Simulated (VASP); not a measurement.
# Ca (I4/mmm) in VASP: notebook

Aim: see how the results for Ca move with the level of theory and the settings. Levels: r2SCAN, r2SCAN+D3(BJ). Tasks: single point.

Program: VASP 6.6.1. These are calculated values, not measurements. Logs are shortened: lines on timing, memory, paths and dates and some standing lists are left out, and cuts for length are marked.

### 1 The cell of the first run

The typed cell holds 1 atom: a = 3.200 Å, b = 3.200 Å, c = 3.200 Å, α = 109.43°, β = 109.43°, γ = 109.55°.

This isn't the form of Ca at room conditions, which is fcc.

### 2 Single point, r2SCAN

The input, POSCAR:

```
Ca
1.0
   -1.8482294078      1.8482294078      1.8454753343
    1.8482294078     -1.8482294078      1.8454753343
    1.8482294078      1.8482294078     -1.8454753343
Ca
1
Direct
    0.5000000000      0.5000000000      0.0000000000
```

The input, INCAR.step1:

```
SYSTEM = Ca
PREC = Accurate ; ENCUT = 520
ISMEAR = -1 ; SIGMA = 0.05
LREAL = .FALSE. ; LASPH = .TRUE.
NELM = 100 ; NBANDS = 11
GGA = PE ; ALGO = Normal
EDIFF = 1E-4 ; LWAVE = .TRUE.
LCHARG = .FALSE.
```

The input, INCAR.step2:

```
SYSTEM = Ca
PREC = Accurate ; ENCUT = 520
EDIFF = 1E-7 ; ISMEAR = -1
SIGMA = 0.05 ; LREAL = .FALSE.
LASPH = .TRUE. ; NELM = 100
ALGO = Normal ; ISIF = 2
LWAVE = .FALSE. ; LCHARG = .FALSE.
METAGGA = R2SCAN ; LMIXTAU = .TRUE.
NBANDS = 11 ; ISTART = 1
```

The input, KPOINTS:

```
Automatic mesh
0
G
  9 9 9
  0 0 0
```

Potentials or basis: VASP PAW PBE potentials, release 64 (Ca_sv).

Command:

```
> cat potpaw_PBE.64/Ca_sv/POTCAR > POTCAR
> cp INCAR.step1 INCAR
> mpirun -np 1 vasp_std > vasp.out
> cp INCAR.step2 INCAR
> mpirun -np 1 vasp_std > vasp.out
```

OUTCAR:

```text
SYSTEM = Ca
   PREC = Accurate
   ENCUT = 520
   EDIFF = 1E-7
   ISMEAR = -1
   LREAL = .FALSE.
   LASPH = .TRUE.
   NELM = 100
   ISIF = 2
   METAGGA = R2SCAN
   ISTART = 1

 ion  position               nearest neighbor table
   1  0.500  0.500  0.000-

  LATTYP: Found a body centered tetragonal cell.
 ALAT       =     3.6964588156
 C/A-ratio  =     0.9985098855

  Lattice vectors:

 A1 = (  -1.8482294078,   1.8482294078,   1.8454753343)
 A2 = (   1.8482294078,  -1.8482294078,   1.8454753343)
 A3 = (   1.8482294078,   1.8482294078,  -1.8454753343)

Analysis of symmetry for initial positions (statically):
=====================================================================
 Subroutine PRICEL returns:
 Original cell was already a primitive cell.

 Routine SETGRP: Setting up the symmetry group for a
 body centered tetragonal supercell.

 Subroutine GETGRP returns: Found 16 space group operations
 (whereof 16 operations were pure point group operations)
 out of a pool of 16 trial point group operations.

The static configuration has the point symmetry D_4h.

Analysis of symmetry for dynamics (positions and initial velocities):
=====================================================================
 Subroutine PRICEL returns:
 Original cell was already a primitive cell.

 Routine SETGRP: Setting up the symmetry group for a
 body centered tetragonal supercell.

 Subroutine GETGRP returns: Found 16 space group operations
 (whereof 16 operations were pure point group operations)
 out of a pool of 16 trial point group operations.

The dynamic configuration has the point symmetry D_4h.

 Subroutine INISYM returns: Found 16 space group operations
 (whereof 16 operations are pure point group operations),
 and found     1 'primitive' translations

----------------------------------------------------------------------------------------

                                     Primitive cell

  volume of cell :      25.2162

  direct lattice vectors                    reciprocal lattice vectors
    -1.848229408  1.848229408  1.845475334     0.000000000  0.270529187  0.270932909
     1.848229408 -1.848229408  1.845475334     0.270529187  0.000000000  0.270932909
     1.848229408  1.848229408 -1.845475334     0.270529187  0.270529187  0.000000000

  length of vectors
     3.199637963  3.199637963  3.199637963     0.382871626  0.382871626  0.382586046

  position of ions in fractional coordinates (direct lattice)
     0.500000000  0.500000000  0.000000000

  ion indices of the primitive-cell ions
   primitive index   ion index
                 1           1

----------------------------------------------------------------------------------------

 KPOINTS: Automatic mesh

Automatic generation of k-mesh.
 Grid dimensions read from file:
 generate k-points for:    9    9    9

 Generating k-lattice:

  Cartesian coordinates                     Fractional coordinates (reciprocal lattice)
     0.000000000  0.030058799  0.030103657     0.111111111 -0.000000000  0.000000000
     0.030058799  0.000000000  0.030103657    -0.000000000  0.111111111  0.000000000
     0.030058799  0.030058799  0.000000000     0.000000000  0.000000000  0.111111111

  Length of vectors
     0.042541292  0.042541292  0.042509561

  Shift w.r.t. Gamma in fractional coordinates (k-lattice)
     0.000000000  0.000000000  0.000000000

 Subroutine IBZKPT returns following result:
 ===========================================

 Found     75 irreducible k-points:

 Following reciprocal coordinates:
            Coordinates               Weight
  0.000000  0.000000  0.000000      1.000000
  0.111111  0.000000  0.000000      8.000000
  0.222222 -0.000000  0.000000      8.000000
  0.333333 -0.000000  0.000000      8.000000
  0.444444 -0.000000  0.000000      8.000000
  0.111111  0.111111  0.000000      8.000000
[... 16 lines left out ...]
 -0.333333  0.333333  0.000000      4.000000
  0.444444  0.444444  0.000000      8.000000
 [... further k-points ...]
   k-points           NKPTS =     75   k-points in BZ     NKDIM =     75   number of bands    NBANDS=     11
   number of dos      NEDOS =    301   number of ions     NIONS =      1
   total plane-waves  NPLWV =  13824
   dimension x,y,z NGX =    24 NGY =   24 NGZ =   24
   dimension x,y,z NGXF=    48 NGYF=   48 NGZF=   48
   ions per type =               1
   NGX,Y,Z   is equivalent  to a cutoff of  12.47, 12.47, 12.47 a.u.
   NGXF,Y,Z  is equivalent  to a cutoff of  24.94, 24.94, 24.94 a.u.
 SYSTEM =  Ca
   PREC   = accura    normal or accurate (medium, high low for compatibility)
   ISTART =      1    job   : 0-new  1-cont  2-samecut
   ICHARG =      0    charge: 1-file 2-atom 10-const
   ISPIN  =      1    spin polarized calculation?
   LNONCOLLINEAR =      F non collinear calculations
   LSORBIT =      F    spin-orbit coupling
   LASPH  =      T    aspherical Exc in radial PAW
   ENCUT  =  520.0 eV  38.22 Ry    6.18 a.u.   5.95  5.95  5.95*2*pi/ulx,y,z
[... 31 lines left out ...]
   LRPA    =     F    only Hartree local field effects (RPA)
 non-spin polarized calculation
  energy-cutoff  :      520.00
  volume of cell :       25.22
 maximum number of plane-waves:       689
   NGX = 11   NGY = 11   NGZ = 11

 number of electron      10.0000001 magnetization

 Free energy of the ion-electron system (eV)
  ---------------------------------------------------
  ext. energy  EPLUGINS =         0.00000000
  ---------------------------------------------------
  free energy    TOTEN  =        -6.22856359 eV

  energy without entropy =       -6.22301297  energy(sigma->0) =       -6.22578828

 E-fermi :   4.4310     XC(G=0): -10.1075

 val. band max:        4.3920710008   @ k =  -0.3333  -0.4444   0.2222
 cond. band min:       4.4390570891   @ k =  -0.3333  -0.4444   0.1111
 fundamental gap:      0.0469860883
 Fermi energy:         4.4309578578

 k-point     1 :       0.0000    0.0000    0.0000
  band No.  band energies     occupation
      1     -38.1883      2.00000
      2     -17.9639      2.00000
      3     -17.9636      2.00000
      4     -17.9636      2.00000
      5      -0.4475      2.00000
      6       7.9380      0.00000
      7       7.9497      0.00000
      8       7.9497      0.00000
      9       9.6248      0.00000
     10       9.6411      0.00000
     11      18.3003      0.00000

 k-point     2 :       0.1111    0.0000    0.0000
  band No.  band energies     occupation
      1     -38.1720      2.00000
      2     -18.0639      2.00000
      3     -17.9914      2.00000
      4     -17.9651      2.00000
      5      -0.0739      2.00000
      6       7.6786      0.00000
      7       7.7513      0.00000
      8       8.2583      0.00000
      9       9.3500      0.00000
     10       9.6324      0.00000
     11      18.4413      0.00000

 k-point     3 :       0.2222   -0.0000    0.0000
  band No.  band energies     occupation
      1     -38.1306      2.00000
      2     -18.3093      2.00000
      3     -18.0612      2.00000
      4     -17.9688      2.00000
      5       0.9360      2.00000
      6       6.9021      0.00000
      7       7.0932      0.00000
      8       9.1465      0.00000
      9       9.3237      0.00000
     10       9.7102      0.00000
     11      17.8740      0.00000

 k-point     4 :       0.3333   -0.0000    0.0000
  band No.  band energies     occupation
      1     -38.0831      2.00000
      2     -18.5752      2.00000
      3     -18.1393      2.00000
      4     -17.9730      2.00000
      5       2.2319      2.00000
      6       5.9891      0.00000
      7       6.5323      0.00000
      8       9.6151      0.00000
      9       9.9426      0.00000
     10      10.4107      0.00000
     11      16.1041      0.00000
[... 239 lines left out ...]
 k-point    22 :      -0.4444    0.3333    0.0000
  band No.  band energies     occupation
      1     -38.0594      2.00000
      2     -18.6581      2.00000
      3     -18.1960      2.00000
      4     -18.0055      2.00000
      5       3.0238      2.00000
      6       5.5987      0.00000
      7       6.2824      0.00000
      8       9.5233      0.00000
      9      10.2276      0.00000
     10      11.2502      0.00000
     11      15.1363      0.00000

 k-point    23 :      -0.3333    0.3333    0.0000
  band No.  band energies     occupation
      1     -38.0833      2.00000
      2     -18.5752      2.00000
      3     -18.1390      2.00000
      4     -17.9721      2.00000
      5       2.2292      2.00000
      6       5.9845      0.00000
      7       6.5452      0.00000
      8       9.6013      0.00000
      9       9.9424      0.00000
     10      10.4128      0.00000
     11      16.0915      0.00000

 k-point    24 :       0.4444    0.4444    0.0000
  band No.  band energies     occupation
      1     -38.0438      2.00000
      2     -18.7322      2.00000
      3     -18.2295      2.00000
      4     -18.0076      2.00000
      5       3.5270      2.00000
      6       5.4694      0.00000
      7       6.1167      0.00000
      8       9.6157      0.00000
      9      10.3313      0.00000
     10      11.9117      0.00000
     11      14.3495      0.00000

 [... further k-points ...]

------------------------ aborting loop because EDIFF is reached ----------------------------------------

  FORCE on cell =-STRESS in cart. coord.  units (eV):
  Direction    XX          YY          ZZ          XY          YZ          ZX
  --------------------------------------------------------------------------------------
  -------------------------------------------------------------------------------------
  Total        3.1739713      3.1739713      3.1764205      0.0000000      0.0000000      0.0000000
  in kB      201.6664190    201.6664190    201.8220352      0.0000000      0.0000000      0.0000000
  external PRESSURE =     201.7182911 kB  Pullay stress =       0.0000000 kB

 VOLUME and BASIS-vectors are now :
 -----------------------------------------------------------------------------
  energy-cutoff  :      520.00
  volume of cell :       25.22
      direct lattice vectors                 reciprocal lattice vectors
    -1.848229408  1.848229408  1.845475334     0.000000000  0.270529187  0.270932909
     1.848229408 -1.848229408  1.845475334     0.270529187  0.000000000  0.270932909
     1.848229408  1.848229408 -1.845475334     0.270529187  0.270529187  0.000000000

 POSITION                                       TOTAL-FORCE (eV/Angst)
 -----------------------------------------------------------------------------------
      0.00000      0.00000      1.84548        -0.000000     -0.000000      0.000000
 -----------------------------------------------------------------------------------
    total drift:                               -0.000000      0.000000      0.000000

  FREE ENERGIE OF THE ION-ELECTRON SYSTEM (eV)
  ---------------------------------------------------
  free  energy   TOTEN  =        -6.2285635949 eV

  energy  without entropy=       -6.2230129659  energy(sigma->0) =       -6.22578828
```

It took 29 s on 1 thread of Intel Xeon 6975P-C (Granite Rapids), shared host; peak memory 0.15 GiB.

Results:

* Free energy: -6.2286 eV
* Pressure: 20.2 GPa
* Band gap on the k mesh: zero (bands 5 and 6 overlap by 1.25 eV)

Levels at points of the mesh, in eV from the Fermi level:
```tsv
k point	band 3	band 4	band 5	band 6	band 7	band 8
(0.00, 0.00, 0.00)	-22.39	-22.39	-4.88	3.51	3.52	3.52
```

Caveat: the cell stands under pressure; the PAW data sets were made with another functional, which shifts forces and pressure a little.

### 3 Single point, r2SCAN

This run uses another cell than the first one, of 30.22 Å³/atom.

The input, POSCAR:

```
Ca
1.0
   -1.9646858530      1.9646858530      1.9573935561
    1.9646858530     -1.9646858530      1.9573935561
    1.9646858530      1.9646858530     -1.9573935561
Ca
1
Direct
    0.5000000000      0.5000000000      0.0000000000
```

The input, INCAR.step1:

```
SYSTEM = Ca
  ALGO = Normal
  EDIFF = 1E-4
  ENCUT = 520
  GGA = PE
  ISMEAR = -1
  LASPH = .True.
  LCHARG = .False.
  LREAL = .False.
  LWAVE = .True.
  NBANDS = 11
  NELM = 60
  PREC = Accurate
  SIGMA = 0.05
```

The input, INCAR.step2:

```
SYSTEM = Ca
  ALGO = Normal
  EDIFF = 1E-7
  ENCUT = 520
  ISIF = 2
  ISMEAR = -1
  ISTART = 1
  LASPH = .True.
  LCHARG = .True.
  LELF = .True.
  LMIXTAU = .True.
  LREAL = .False.
  LVHAR = .True.
  LWAVE = .False.
  METAGGA = R2SCAN
  NBANDS = 11
  NELM = 60
  PREC = Accurate
  SIGMA = 0.05
```

The input, KPOINTS:

```
k-points
0
Gamma
  9 9 9
  0 0 0
```

Potentials or basis: VASP PAW PBE potentials, release 64 (Ca_sv).

Command:

```
> cat potpaw_PBE.64/Ca_sv/POTCAR > POTCAR
> cp INCAR.step1 INCAR
> mpirun -np 1 vasp_std > vasp.out
> cp INCAR.step2 INCAR
> mpirun -np 1 vasp_std > vasp.out
```

Run time: 42 s. Hardware: 1 thread of Intel Xeon 6975P-C (Granite Rapids), shared host; peak memory 0.17 GiB.

It converged, with:

```
Free energy            : -6.6872 eV
Pressure               : 10.1 GPa
Band gap on the k mesh : zero (bands 5 and 6 overlap by 0.67 eV)
```

Levels at points of the mesh, in eV from the Fermi level:
| k point | band 3 | band 4 | band 5 | band 6 | band 7 | band 8 |
| --- | --- | --- | --- | --- | --- | --- |
| (0.00, 0.00, 0.00) | -22.94 | -22.94 | -4.81 | 3.19 | 3.21 | 3.21 |

Caveat: the cell stands under pressure; the PAW data sets were made with another functional, which shifts forces and pressure a little.

### 4 Single point, r2SCAN

This run uses another cell than the first one, of 34.72 Å³/atom.

The input, POSCAR:

```
Ca
1.0
   -2.0582774959      2.0582774959      2.0489677533
    2.0582774959     -2.0582774959      2.0489677533
    2.0582774959      2.0582774959     -2.0489677533
Ca
1
Direct
    0.5000000000      0.5000000000      0.0000000000
```

The input, INCAR.step1:

```
PREC = Accurate
ENCUT = 520
ISMEAR = -1
SIGMA = 0.05
LREAL = False
LASPH = True
NELM = 60
NBANDS = 11
GGA = PE
ALGO = Normal
EDIFF = 1E-4
LWAVE = True
LCHARG = False
```

The input, INCAR.step2:

```
PREC = Accurate
ENCUT = 520
EDIFF = 1E-7
ISMEAR = -1
SIGMA = 0.05
LREAL = False
LASPH = True
NELM = 60
ALGO = Normal
ISIF = 2
LWAVE = False
LCHARG = False
METAGGA = R2SCAN
LMIXTAU = True
NBANDS = 11
ISTART = 1
```

The input, KPOINTS:

```
regular mesh
0
Gamma
  9 9 9
```

Command:

```
> cat potpaw_PBE.64/Ca_sv/POTCAR > POTCAR
> cp INCAR.step1 INCAR
> mpirun -np 1 vasp_std > vasp.out
> cp INCAR.step2 INCAR
> mpirun -np 1 vasp_std > vasp.out
```

It took 47 s on 1 thread of Intel Xeon 6975P-C (Granite Rapids), shared host; peak memory 0.18 GiB.

It converged, with:

```
Free energy            : -6.8948 eV
Pressure               : 5.1 GPa
Band gap on the k mesh : zero (bands 5 and 6 overlap by 0.33 eV)
```

Levels at points of the mesh, in eV from the Fermi level:
| k point | band 1 | band 2 | band 3 | band 4 | band 5 | band 6 | band 7 | band 8 | band 9 | band 10 |
| --- | --- | --- | --- | --- | --- | --- | --- | --- | --- | --- |
| (0.00, 0.00, 0.00) | -43.36 | -23.35 | -23.35 | -23.35 | -4.68 | 2.94 | 2.96 | 2.96 | 4.23 | 4.26 |

Caveat: the cell stands under pressure; the PAW data sets were made with another functional, which shifts forces and pressure a little.

### 5 Single point, r2SCAN

This run uses another cell than the first one, of 39.21 Å³/atom.

The input, POSCAR:

```
Ca
1.0
   -2.1427263548      2.1427263548      2.1350605539
    2.1427263548     -2.1427263548      2.1350605539
    2.1427263548      2.1427263548     -2.1350605539
Ca
1
Direct
    0.5000000000      0.5000000000      0.0000000000
```

The input, INCAR.step1:

```
SYSTEM = Ca
PREC     = Accurate       ! precision mode
ENCUT    = 520            ! plane-wave cutoff, eV
ISMEAR   = -1             ! smearing method
SIGMA    = 0.05           ! smearing width, eV
LREAL    = .FALSE.        ! projectors in reciprocal space
LASPH    = .TRUE.         ! aspherical terms in the spheres
NELM     = 100            ! most SCF steps
NBANDS   = 11             ! bands
GGA      = PE             ! functional
ALGO     = Normal         ! electronic algorithm
EDIFF    = 1E-4           ! SCF threshold, eV
LWAVE    = .TRUE.         ! write WAVECAR
LCHARG   = .FALSE.        ! write CHGCAR
```

The input, INCAR.step2:

```
SYSTEM = Ca
PREC     = Accurate       ! precision mode
ENCUT    = 520            ! plane-wave cutoff, eV
EDIFF    = 1E-7           ! SCF threshold, eV
ISMEAR   = -1             ! smearing method
SIGMA    = 0.05           ! smearing width, eV
LREAL    = .FALSE.        ! projectors in reciprocal space
LASPH    = .TRUE.         ! aspherical terms in the spheres
NELM     = 100            ! most SCF steps
ALGO     = Normal         ! electronic algorithm
ISIF     = 2              ! what is computed and relaxed
LWAVE    = .FALSE.        ! write WAVECAR
LCHARG   = .FALSE.        ! write CHGCAR
METAGGA  = R2SCAN         ! meta-GGA
LMIXTAU  = .TRUE.       
NBANDS   = 11             ! bands
ISTART   = 1
```

The input, KPOINTS:

```
Automatic mesh
0
G
  9 9 9
  0 0 0
```

Command:

```
> cat potpaw_PBE.64/Ca_sv/POTCAR > POTCAR
> cp INCAR.step1 INCAR
> mpirun -np 1 vasp_std > vasp.out
> cp INCAR.step2 INCAR
> mpirun -np 1 vasp_std > vasp.out
```

It took 47 s on 1 thread of Intel Xeon 6975P-C (Granite Rapids), shared host; peak memory 0.18 GiB.

Results (log left out):

```yaml
Free_energy: -6.9941 eV
Pressure: 2.1 GPa
Band_gap_on_the_k_mesh: zero (bands 5 and 6 overlap by 0.24 eV)
```

Levels at points of the mesh, in eV from the Fermi level:
```csv
k point,band 1,band 2,band 3,band 4,band 5,band 6,band 7,band 8,band 9,band 10
"(0.00, 0.00, 0.00)",-43.66,-23.68,-23.68,-23.68,-4.47,2.75,2.77,2.77,3.92,3.94
```

Caveat: the PAW data sets were made with another functional, which shifts forces and pressure a little.

### 6 Single point, r2SCAN+D3(BJ)

This run uses another cell than the first one, of 42.36 Å³/atom.

The input, POSCAR:

```
Ca
1.0
   -2.1984691946      2.1984691946      2.1912796407
    2.1984691946     -2.1984691946      2.1912796407
    2.1984691946      2.1984691946     -2.1912796407
Ca
1
Direct
    0.5000000000      0.5000000000      0.0000000000
```

The input, INCAR.step1:

```
PREC = Accurate
ENCUT = 520
ISMEAR = -1
SIGMA = 0.05
LREAL = False
LASPH = True
NELM = 100
NBANDS = 11
GGA = PE
ALGO = Normal
EDIFF = 1E-4
LWAVE = True
LCHARG = False
```

The input, INCAR.step2:

```
PREC = Accurate
ENCUT = 520
EDIFF = 1E-6
ISMEAR = -1
SIGMA = 0.05
LREAL = False
LASPH = True
NELM = 100
ALGO = Normal
ISIF = 2
LWAVE = False
LCHARG = True
METAGGA = R2SCAN
LMIXTAU = True
IVDW = 12
VDW_S6 = 1.0
VDW_S8 = 0.78981345
VDW_A1 = 0.49484001
VDW_A2 = 5.73083694
LELF = True
LVHAR = True
NBANDS = 11
ISTART = 1
```

The input, KPOINTS:

```
Automatic mesh
0
Gamma
  9 9 9
```

Potentials or basis: VASP PAW PBE potentials, release 64 (Ca_sv).

Command:

```
> cat potpaw_PBE.64/Ca_sv/POTCAR > POTCAR
> cp INCAR.step1 INCAR
> mpirun -np 1 vasp_std > vasp.out
> cp INCAR.step2 INCAR
> mpirun -np 1 vasp_std > vasp.out
```

Wall time 45 s (1 thread of Intel Xeon 6975P-C (Granite Rapids), shared host); peak memory 0.19 GiB.

The run converged. Its results:

```yaml
Free_energy: -7.1267 eV
Pressure: 0.1 GPa
Band_gap_on_the_k_mesh: zero (bands 5 and 6 overlap by 0.29 eV)
Dispersion_energy_per_atom: -0.107 eV
```

Levels at points of the mesh, in eV from the Fermi level:
```
           k point  band 3  band 4  band 5  band 6  band 7  band 8
(0.00, 0.00, 0.00)  -23.88  -23.88   -4.34    2.63    2.65    2.65
```

Caveat: the PAW data sets were made with another functional, which shifts forces and pressure a little.

### 7 Overview

| level | cell | gap on the mesh (eV) | pressure (GPa) |
| --- | --- | --- | --- |
| r2SCAN | a = 3.200 Å, angles 109.4, 109.4, 109.6°, 1 atom | none | 20.2 |
| r2SCAN | a = 3.399 Å, angles 109.4, 109.4, 109.7°, 1 atom | none | 10.1 |
| r2SCAN | a = 3.560 Å, angles 109.3, 109.3, 109.7°, 1 atom | none | 5.1 |
| r2SCAN | a = 3.707 Å, angles 109.4, 109.4, 109.7°, 1 atom | none | 2.1 |
| r2SCAN+D3(BJ) | a = 3.804 Å, angles 109.4, 109.4, 109.6°, 1 atom | none | 0.1 |

Alike in all rows: task single point; potentials or basis VASP PAW PBE potentials, release 64 (Ca_sv); no spin polarisation; k mesh 9 × 9 × 9; cutoff (eV) 520; smearing fermi-dirac 0.05 eV.

Caveats: the PAW data sets were made with another functional, which shifts forces and pressure a little; the cell stands under pressure (at least some runs).

Absolute energies hang on the potentials; compare differences alone.
